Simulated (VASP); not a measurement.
Write the native input for VASP 6.6.1 that does the following.

- Task: single point
- Functional: PBE
- Potentials or basis: VASP PAW PBE potentials, release 64 (Si, C)
- Cutoff: 520 eV
- k mesh: 2 × 2 × 2
- Occupations: gaussian, width 0.01 eV
- Spin: no spin polarisation
- Dipole correction: no
- Further INCAR settings: LREAL = Auto; ALGO = Normal; EDIFF = 1e-06; NBANDS = 43

The structure of Si8C7 (a cell with a defect) lies in POSCAR:

```
Si8C7
1.0
    0.0000000000      0.0000000000     -5.0742922873
    3.0919365181     -5.3553911431      0.0000000000
   -6.1838730361      0.0000000000      0.0000000000
Si C
8 7
Direct
    0.5054851288      0.1666666667      0.3333333333
    0.5005144438      0.6667510339      0.3335020677
    0.5005144438      0.1664979323      0.8332489661
    0.5005144438      0.6667510339      0.8332489661
   -0.0005679528      0.3336199103      0.1663800897
   -0.0005679528      0.8327601795      0.1663800897
   -0.0005679528      0.3336199103      0.6672398205
   -0.0009096199      0.8333333333      0.6666666667
    0.1250113824      0.6681011863      0.3362023725
    0.1250113824      0.1637976275      0.8318988137
    0.1250113824      0.6681011863      0.8318988137
    0.6236624881      0.3350948593      0.1649051407
    0.6236624881      0.8298102815      0.1649051407
    0.6236624881      0.3350948593      0.6701897185
    0.6249816994      0.8333333333      0.6666666667
```

This cell differs from its parent crystal: atoms taken out, then relaxed in part.

One way to write it, as run:

INCAR

```
  PREC = Accurate
  ENCUT = 520
  EDIFF = 1E-6
  ISMEAR = 0
  SIGMA = 0.01
  LREAL = Auto
  LASPH = True
  NELM = 80
  ALGO = Normal
  ISIF = 2
  LWAVE = False
  LCHARG = True
  GGA = PE
  LELF = True
  LVHAR = True
  NBANDS = 43
```

KPOINTS

```
Automatic mesh
0
Gamma
  2 2 2
```

Potentials or basis: VASP PAW PBE potentials, release 64 (Si, C).

Command:

```console
$ cat potpaw_PBE.64/Si/POTCAR potpaw_PBE.64/C/POTCAR > POTCAR
$ mpirun -np 1 vasp_std > vasp.out
```

It gave:

- Pressure: -0.7 GPa
- Largest force: 0.021 eV/Å
- Band gap on the k mesh: zero (bands 30 and 31 overlap by 0.42 eV)

Caveat: the k points lie up to 0.62 Å⁻¹ apart; the cell differs from its parent crystal (atoms taken out, then relaxed in part).

It took 100 s on 1 thread of Intel Xeon 8259CL, with other jobs on the host, peak memory 0.27 GiB.
